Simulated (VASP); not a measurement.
Wanted: the native input for a VASP 6.6.1 run.

- Task: single point
- Functional: PBEsol
- Potentials or basis: VASP PAW PBE potentials, release 64 (Mg, O)
- Cutoff: 520 eV
- k mesh: 6 × 6 × 6
- Occupations: gaussian, width 0.05 eV
- Spin: no spin polarisation
- Dipole correction: no
- Further INCAR settings: ALGO = Normal; EDIFF = 1e-07; NBANDS = 26

The structure of MgO lies in POSCAR:

```
MgO
1.0
    4.2703000000      0.0000000000      0.0000000000
    0.0000000000     -4.2703000000      0.0000000000
    0.0000000000      0.0000000000     -4.2703000000
Mg O
4 4
Direct
   -0.0066234858      0.5066234858      0.5000000000
    0.5000000000      0.0000000000      0.5000000000
    0.5000000000      0.5000000000      0.0000000000
    0.0000000000      0.0000000000      0.0000000000
    0.5000000000      0.0000000000      0.0000000000
    0.0000000000      0.5000000000      0.0000000000
    0.0000000000      0.0000000000      0.5000000000
    0.5000000000      0.5000000000      0.5000000000
```

This cell differs from its parent crystal: atom 1 (Mg) moved -0.040 Å along Cartesian [1 1 0].

One way to write it, as run:

INCAR

```
PREC = Accurate ; ENCUT = 520
EDIFF = 1E-7 ; ISMEAR = 0
SIGMA = 0.05 ; LREAL = F
LASPH = T ; NELM = 80
ALGO = Normal ; ISIF = 2
LWAVE = F ; LCHARG = F
GGA = PS ; NBANDS = 26
```

KPOINTS

```
regular mesh
0
Gamma
  6 6 6
```

Potentials or basis: VASP PAW PBE potentials, release 64 (Mg, O).

Run with:

```sh
$ cat potpaw_PBE.64/Mg/POTCAR potpaw_PBE.64/O/POTCAR > POTCAR
$ mpirun -np 1 vasp_std > vasp.out
```

It gave:

```yaml
Pressure: -6.3 GPa
Largest_force: 0.338 eV/Å
Band_gap_on_the_k_mesh: 4.25 eV
```

Caveat: the cell differs from its parent crystal (atom 1 (Mg) moved -0.040 Å along Cartesian [1 1 0]); the PAW data sets were made with another functional, which shifts forces and pressure a little.

Wall time 90 s on 1 thread of Intel(R) Xeon(R) Platinum 8259CL CPU @ 2.50GHz (Skylake/Cascade Lake), with other jobs on the host, peak memory 0.22 GiB.
